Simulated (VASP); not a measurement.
Crystal: O.

```
O
1.0
     2.23228    0.00000    0.00000
     0.00000    2.23228    0.00000
     0.00000    0.00000    2.23228
O
1
Direct
  0.00000 0.00000 0.00000
```

| Item | Value |
| --- | --- |
| Program | VASP 6.6.1 |
| Task | relaxation of cell and atoms |
| Functional | PBE |
| Potentials or basis | VASP PAW PBE potentials, release 64 (O) |
| Cutoff | 600 eV |
| k mesh | 18 × 18 × 18 |
| Occupations | fermi-dirac, width 0.03 eV |
| Spin | no spin polarisation |

At the start: pressure -26.3 GPa; volume 11.12 Å³/atom.

Problem. Where does the relaxation end?

Solution. Over 6 steps the energy falls by 365.6 meV/atom and the volume is 7.94 Å³/atom (-28.6 %); space group Pm-3m (No. 221, to 0.05 Å).

The path:
```tsv
step	energy change (eV)	largest force (eV/Å)	pressure (GPa)	volume (Å³)
1	0.0000	0.0000	-26.33	11.12
2	-0.3507	0.0000	-9.17	8.43
3	-0.3655	0.0000	-0.83	7.98
4	-0.3655	0.0000	0.40	7.92
5	-0.3656	0.0000	-0.12	7.95
6	-0.3656	0.0000	-0.01	7.94
```

Final structure:
```yaml
crystal:
  lattice:
    - [1.99512, 0.00000, 0.00000]
    - [0.00000, 1.99512, 0.00000]
    - [0.00000, 0.00000, 1.99512]
  atoms:
    - { symbol: O, position: [0.00000, 0.00000, 0.00000] }
```

Caveat: the volume moved by over 15 % at a fixed basis, so the end points are rough.
